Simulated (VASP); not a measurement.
# BN (Fmm2) in VASP: further runs, part 2 of 2

VASP 6.6.1. The steps go on from the part before.

## (5) Single point, LDA

This run uses another cell than the first one, of 9.76 Å³/atom, 1.096 times its volume.

INCAR

```
SYSTEM = BN
ALGO = Normal
EDIFF = 1E-7
ENCUT = 520
GGA = CA
ISIF = 2
ISMEAR = 0
LASPH = .TRUE.
LCHARG = .FALSE.
LREAL = .FALSE.
LWAVE = .FALSE.
NBANDS = 11
NELM = 100
PREC = Accurate
SIGMA = 0.01
```

KPOINTS

```
k-points
0
G
  10 10 10
  0 0 0
```

POSCAR

```
BN
1.0
    0.0000000000      3.5299251682      2.1875390828
    1.2640253030      0.0000000000      2.1875390828
    1.2640253030      3.5299251682      0.0000000000
B N
1 1
Direct
    0.0000486500      0.0000486500      0.9999513500
    0.6666666667      0.6666666667      0.3333333333
```

Potentials or basis: VASP PAW LDA potentials, release 64 (B, N).

Command:

```bash
> cat potpaw_LDA.64/B/POTCAR potpaw_LDA.64/N/POTCAR > POTCAR
> mpirun -np 1 vasp_std > vasp.out
```

OUTCAR:

```text
SYSTEM = BN
   EDIFF = 1E-7
   ENCUT = 520
   GGA = CA
   ISIF = 2
   ISMEAR = 0
   LASPH = .TRUE.
   LREAL = .FALSE.
   NELM = 100
   PREC = Accurate

 ion  position               nearest neighbor table
   1  0.000  0.000  1.000-   2 1.46   2 1.46   2 1.46
   2  0.667  0.667  0.333-   1 1.46   1 1.46   1 1.46

  LATTYP: Found a face centered orthorhombic cell.
 ALAT       =     2.5280506060
 B/A-ratio  =     1.7306133648
 C/A-ratio  =     2.7926064137

  Lattice vectors:

 A1 = (  -0.0000000000,   3.5299251682,   2.1875390828)
 A2 = (  -1.2640253030,   3.5299251682,   0.0000000000)
 A3 = (  -1.2640253030,   0.0000000000,   2.1875390828)

Analysis of symmetry for initial positions (statically):
=====================================================================
 Subroutine PRICEL returns:
 Original cell was already a primitive cell.

 Routine SETGRP: Setting up the symmetry group for a
 face centered orthorhombic supercell.

 Subroutine GETGRP returns: Found  4 space group operations
 (whereof  4 operations were pure point group operations)
 out of a pool of  8 trial point group operations.

The static configuration has the point symmetry C_2v.

Analysis of symmetry for dynamics (positions and initial velocities):
=====================================================================
 Subroutine PRICEL returns:
 Original cell was already a primitive cell.

 Routine SETGRP: Setting up the symmetry group for a
 face centered orthorhombic supercell.

 Subroutine GETGRP returns: Found  4 space group operations
 (whereof  4 operations were pure point group operations)
 out of a pool of  8 trial point group operations.

The dynamic configuration has the point symmetry C_2v.

 Subroutine INISYM returns: Found  4 space group operations
 (whereof  4 operations are pure point group operations),
 and found     1 'primitive' translations

----------------------------------------------------------------------------------------

                                     Primitive cell

  volume of cell :      19.5212

  direct lattice vectors                    reciprocal lattice vectors
     0.000000000  3.529925168  2.187539083    -0.395561702  0.141646062  0.228567345
     1.264025303  0.000000000  2.187539083     0.395561702 -0.141646062  0.228567345
     1.264025303  3.529925168  0.000000000     0.395561702  0.141646062 -0.228567345

  length of vectors
     4.152794111  2.526477232  3.749417509     0.478305026  0.478305026  0.478305026

  position of ions in fractional coordinates (direct lattice)
     0.000048650  0.000048650  0.999951350
     0.666666667  0.666666667  0.333333333

  ion indices of the primitive-cell ions
   primitive index   ion index
                 1           1
                 2           2

----------------------------------------------------------------------------------------

 KPOINTS: k-points

Automatic generation of k-mesh.
 Grid dimensions read from file:
 generate k-points for:   10   10   10

 Generating k-lattice:
[... 20 lines left out ...]
  0.100000  0.000000  0.000000      8.000000
  0.200000  0.000000  0.000000      8.000000
  0.300000  0.000000  0.000000      8.000000
  0.400000  0.000000  0.000000      8.000000
  0.500000 -0.000000 -0.000000      4.000000
[... 16 lines left out ...]
  0.300000  0.300000  0.000000      2.000000
  0.400000  0.300000  0.000000      8.000000
 [... further k-points ...]
   k-points           NKPTS =    171   k-points in BZ     NKDIM =    171   number of bands    NBANDS=     11
   number of dos      NEDOS =    301   number of ions     NIONS =      2
   total plane-waves  NPLWV =  17920
   dimension x,y,z NGX =    32 NGY =   20 NGZ =   28
   dimension x,y,z NGXF=    64 NGYF=   40 NGZF=   56
   ions per type =               1   1
   NGX,Y,Z   is equivalent  to a cutoff of  12.81, 13.16, 12.41 a.u.
   NGXF,Y,Z  is equivalent  to a cutoff of  25.62, 26.32, 24.83 a.u.
 SYSTEM =  BN
   PREC   = accura    normal or accurate (medium, high low for compatibility)
   ISTART =      0    job   : 0-new  1-cont  2-samecut
   ICHARG =      2    charge: 1-file 2-atom 10-const
   ISPIN  =      1    spin polarized calculation?
   LNONCOLLINEAR =      F non collinear calculations
   LSORBIT =      F    spin-orbit coupling
   LASPH  =      T    aspherical Exc in radial PAW
   ENCUT  =  520.0 eV  38.22 Ry    6.18 a.u.   7.72  4.70  6.97*2*pi/ulx,y,z
   NELM   =    100;   NELMIN=  2; NELMDL= -5     # of ELM steps
   EDIFF  = 0.1E-06   stopping-criterion for ELM
   LREAL  =      F    real-space projection
   EDIFFG = 0.1E-05   stopping-criterion for IOM
   NSW    =      0    number of steps for IOM
   IBRION =     -1    ionic relax: 0-MD 1-quasi-New 2-CG
   NFREE  =      0    steps in history (QN), initial steepest desc. (CG)
   ISIF   =      2    stress and relaxation
   ISYM   =      2    0-nonsym 1-usesym 2-fastsym
   POTIM  = 0.5000    time-step for ionic-motion
   TEBEG  =    0.0;   TEEND  =   0.0 temperature during run
   PSTRESS=    0.0 pullay stress
   NELECT =       8.0000    total number of electrons
   NUPDOWN=      -1.0000    fix difference up-down
   EMIN   =  10.00;   EMAX   =-10.00  energy-range for DOS
   EFERMI =   0.00;   METHOD = LEGACY
   ISMEAR =     0;   SIGMA  =   0.01  broadening in eV -4-tet -1-fermi 0-gaus
   EFERMI_NEDOS =   21; number of points for ismear=-14 and -15
   IALGO  =     38    algorithm
   IMIX   =      4    mixing-type and parameters
     AMIX     =   0.40;   BMIX     =  1.00
     AMIX_MAG =   1.60;   BMIX_MAG =  1.00
  volume/ion in A,a.u.               =       9.76        65.87
  Fermi-wavevector in a.u.,A,eV,Ry     =   1.216006  2.297919 20.118542  1.478671
  Thomas-Fermi vector in A             =   2.351374
   LORBIT       =      0    0 simple, 1 ext, 2 COOP (PROOUT), +10 PAW based schemes
   GGA     = CA    functional components
   LHFCALC =     F    Hartree Fock is set to
   AEXX    =    0.0000 exact exchange contribution
   IVDW    =     0    specifies the selected vdW correction
   LEPSILON=     F    determine dielectric tensor
   LRPA    =     F    only Hartree local field effects (RPA)
 non-spin polarized calculation
 Gauss-broadening in eV      SIGMA  =   0.01
  energy-cutoff  :      520.00
  volume of cell :       19.52
 maximum number of plane-waves:       536
   NGX = 15   NGY =  9   NGZ = 13

 number of electron       8.0000000 magnetization

 Free energy of the ion-electron system (eV)
  ---------------------------------------------------
  ext. energy  EPLUGINS =         0.00000000
  ---------------------------------------------------
  free energy    TOTEN  =       -19.25486488 eV

  energy without entropy =      -19.25486488  energy(sigma->0) =      -19.25486488

 E-fermi :   1.7193     XC(G=0): -10.0856

 val. band max:        1.5919919304   @ k =   0.4000  -0.4000   0.1000
 cond. band min:       5.2687689016   @ k =   0.0000   0.5000   0.5000
 fundamental gap:      3.6767769711
 Fermi energy:         1.7193254473

 k-point     1 :       0.0000    0.0000    0.0000
  band No.  band energies     occupation
      1     -15.8317      2.00000
      2      -2.7500      2.00000
      3       0.1780      2.00000
      4       0.1863      2.00000
      5       6.1194      0.00000
      6      12.7922      0.00000
      7      12.8484      0.00000
      8      14.0929      0.00000
      9      15.5861      0.00000
     10      26.4667      0.00000
     11      27.4419      0.00000
[... 309 lines left out ...]
 k-point    24 :       0.4000    0.3000    0.0000
  band No.  band energies     occupation
      1     -13.6109      2.00000
      2      -5.5563      2.00000
      3      -2.6115      2.00000
      4      -0.0033      2.00000
      5       8.7204      0.00000
      6       9.8693      0.00000
      7      13.0708      0.00000
      8      16.9995      0.00000
      9      19.3251      0.00000
     10      20.3990      0.00000
     11      23.9519      0.00000

 [... further k-points ...]

------------------------ aborting loop because EDIFF is reached ----------------------------------------

  FORCE on cell =-STRESS in cart. coord.  units (eV):
  Direction    XX          YY          ZZ          XY          YZ          ZX
  --------------------------------------------------------------------------------------
  -------------------------------------------------------------------------------------
  Total       -1.7710166     -0.1620352     -1.7629389      0.0000000      0.0000000      0.0000000
  in kB     -145.3537157    -13.2988107   -144.6907452      0.0000000      0.0000000      0.0000000
  external PRESSURE =    -101.1144239 kB  Pullay stress =       0.0000000 kB

 VOLUME and BASIS-vectors are now :
 -----------------------------------------------------------------------------
  energy-cutoff  :      520.00
  volume of cell :       19.52
      direct lattice vectors                 reciprocal lattice vectors
     0.000000000  3.529925168  2.187539083    -0.395561702  0.141646062  0.228567345
     1.264025303  0.000000000  2.187539083     0.395561702 -0.141646062  0.228567345
     1.264025303  3.529925168  0.000000000     0.395561702  0.141646062 -0.228567345

 POSITION                                       TOTAL-FORCE (eV/Angst)
 -----------------------------------------------------------------------------------
      1.26403      3.52993      0.00021         0.000000      0.000000      0.011751
      1.26403      3.52993      2.91672         0.000000      0.000000     -0.011751
 -----------------------------------------------------------------------------------
    total drift:                               -0.000001      0.000002      0.000002

  FREE ENERGIE OF THE ION-ELECTRON SYSTEM (eV)
  ---------------------------------------------------
  free  energy   TOTEN  =       -19.2548648762 eV

  energy  without entropy=      -19.2548648762  energy(sigma->0) =      -19.25486488
```

It took 71 s on 1 thread of AMD EPYC 7R43 (Zen 3), shared host; peak memory 0.11 GiB.

What came out:

```yaml
Free_energy: -19.2549 eV
Pressure: -10.1 GPa
Largest_force: 0.012 eV/Å
Band_gap_on_the_k_mesh: 3.68 eV, indirect (least direct gap 4.54 eV)
```

Forces on the atoms (eV/Å):
```
B    0.000  0.000  0.012
N    0.000  0.000 -0.012
```

## (6) Single point, LDA

This run uses another cell than the first one, of 10.04 Å³/atom, 1.128 times its volume.

INCAR

```
PREC = Accurate ; ENCUT = 520
EDIFF = 1E-6 ; ISMEAR = 0
SIGMA = 0.01 ; LREAL = False
LASPH = True ; NELM = 60
ALGO = Normal ; ISIF = 2
LWAVE = False ; LCHARG = False
GGA = CA ; NBANDS = 11
```

KPOINTS

```
regular mesh
0
Gamma
  10 10 10
```

POSCAR

```
BN
1.0
    0.0000000000      3.5638688387      2.2085744028
    1.2761801381      0.0000000000      2.2085744028
    1.2761801381      3.5638688387      0.0000000000
B N
1 1
Direct
    0.0000486500      0.0000486500      0.9999513500
    0.6666666667      0.6666666667      0.3333333333
```

Potentials or basis: VASP PAW LDA potentials, release 64 (B, N).

Command:

```bash
> cat potpaw_LDA.64/B/POTCAR potpaw_LDA.64/N/POTCAR > POTCAR
> mpirun -np 1 vasp_std > vasp.out
```

Wall time 60 s (1 thread of AMD EPYC 7R43 (Zen 3), shared host); peak memory 0.11 GiB.

Results (log left out):

| Item | Value |
| --- | --- |
| Free energy | -19.2095 eV |
| Pressure | -15.6 GPa |
| Largest force | 0.010 eV/Å |
| Band gap on the k mesh | 3.66 eV, indirect (least direct gap 4.47 eV) |

Forces on the atoms (eV/Å):
```
B    0.000  0.000  0.010
N    0.000  0.000 -0.010
```

Stress tensor (GPa, compression positive):
```
-22.76   0.00   0.00
  0.00  -1.37   0.00
  0.00   0.00 -22.69
```

Levels at points of the mesh, in eV from the valence-band top:
```tsv
k point	band 2	band 3	band 4	band 5	band 6	band 7
(0.00, 0.00, 0.00)	-4.23	-1.44	-1.43	4.49	10.97	11.02
(0.50, 0.00, 0.00)	-8.67	-4.09	-0.92	4.41	9.25	12.61
(0.50, 0.50, 0.00)	-8.75	-4.09	-0.45	5.50	8.87	11.56
(0.50, 0.00, 0.50)	-5.82	-1.45	-1.43	8.97	10.93	10.95
(0.00, 0.50, 0.50)	-8.58	-4.12	-1.34	3.66	9.33	13.70
```

## (7) The runs side by side

| cell | gap on the mesh (eV) | pressure (GPa) | largest force (eV/Å) |
| --- | --- | --- | --- |
| a = 4.028, b = 2.451, c = 3.637 Å, angles 80.3, 36.8, 62.9°, 2 atoms | 3.72 | 11.8 | 0.02 |
| a = 4.071, b = 2.476, c = 3.675 Å, angles 80.3, 36.8, 62.9°, 2 atoms | 3.71 | 3.4 | 0.01 |
| a = 4.112, b = 2.502, c = 3.713 Å, angles 80.3, 36.8, 62.9°, 2 atoms | 3.69 | -3.8 | 0.01 |
| a = 4.153, b = 2.526, c = 3.749 Å, angles 80.3, 36.8, 62.9°, 2 atoms | 3.68 | -10.1 | 0.01 |
| a = 4.193, b = 2.551, c = 3.785 Å, angles 80.3, 36.8, 62.9°, 2 atoms | 3.66 | -15.6 | 0.01 |

Alike in all rows: task single point; level LDA; potentials or basis VASP PAW LDA potentials, release 64 (B, N); no spin polarisation; k mesh 10 × 10 × 10; cutoff (eV) 520; smearing gaussian 0.01 eV.

Absolute energies hang on the potentials; compare differences alone.
